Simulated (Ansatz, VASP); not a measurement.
# HfN: VASP beside Ansatz

```xyz
2
Lattice="0.0000 2.2629 2.2629 2.2629 0.0000 2.2629 2.2629 2.2629 0.0000" Properties=species:S:1:pos:R:3 pbc="T T T"
Hf    0.0000    0.0000    0.0000
N     2.2629    2.2629    2.2629
```

Alike in both runs: functional r2SCAN; k mesh 12 × 12 × 12; occupations fermi-dirac, width 0.1 eV; no spin polarisation.

Ansatz relaxed the structure, and its values are those at the end. VASP's run is a single point on that final structure, the one shown.

|  | VASP | Ansatz |
| --- | --- | --- |
| version | VASP 6.6.1 | Ansatz 0.2.0 |
| potentials or method | VASP PAW PBE potentials, release 64 (Hf_pv, N), cutoff 520 eV | PAW plane waves |
| valence electrons in the cell | 15 | 31 |

Ansatz gave:

* gap on the k mesh at the Fermi level (eV): none
* pressure (GPa): 0.0

Q: Estimate VASP's values.

A: gap on the k mesh at the Fermi level (eV): none; pressure (GPa): -2.8.

VASP's potentials were made for PBE, not for r2SCAN. A gap of «none» marks a metal or a gap that the smearing closes. VASP's potentials hold 15 valence electrons a cell and Ansatz's 31, so a difference there can come from the potentials and not from the codes.

Spin-orbit coupling is off throughout.
